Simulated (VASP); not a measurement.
A run of VASP 6.6.1 is set up as follows.

The input INCAR:

```
ALGO = Normal ; EDIFF = 1E-6
ENCUT = 520 ; GGA = PE
ISIF = 2 ; ISMEAR = 0
LASPH = True ; LCHARG = False
LREAL = False ; LWAVE = False
NBANDS = 11 ; NELM = 60
PREC = Accurate ; SIGMA = 0.02
```

The input KPOINTS:

```
k-points
0
Gamma
  10 10 10
```

File POSCAR:

```
AlN
1.0
    0.0000000000      3.8383355720      2.4100152497
    1.3677812010      0.0000000000      2.4100152497
    1.3677812010      3.8383355720      0.0000000000
Al N
1 1
Direct
   -0.0230344035     -0.0230344035      1.0230344035
    0.6897343935      0.6897343935      0.3102656065
```

Potentials or basis: VASP PAW PBE potentials, release 64 (Al, N).

The run is started by

```bash
$ cat potpaw_PBE.64/Al/POTCAR potpaw_PBE.64/N/POTCAR > POTCAR
$ mpirun -np 1 vasp_std > vasp.out
```

(1) Estimate the band gap on the k mesh.

(2) What does it give for the largest force?

Answers

(1) 2.53 eV, direct.

(2) 21.452 eV/Å.

Caveat: the cell differs from its parent crystal (B replaced by Al, lengths x 1.143, strained); forces of over 1 eV/Å act on the atoms, so gaps and moduli don't describe the material at rest.
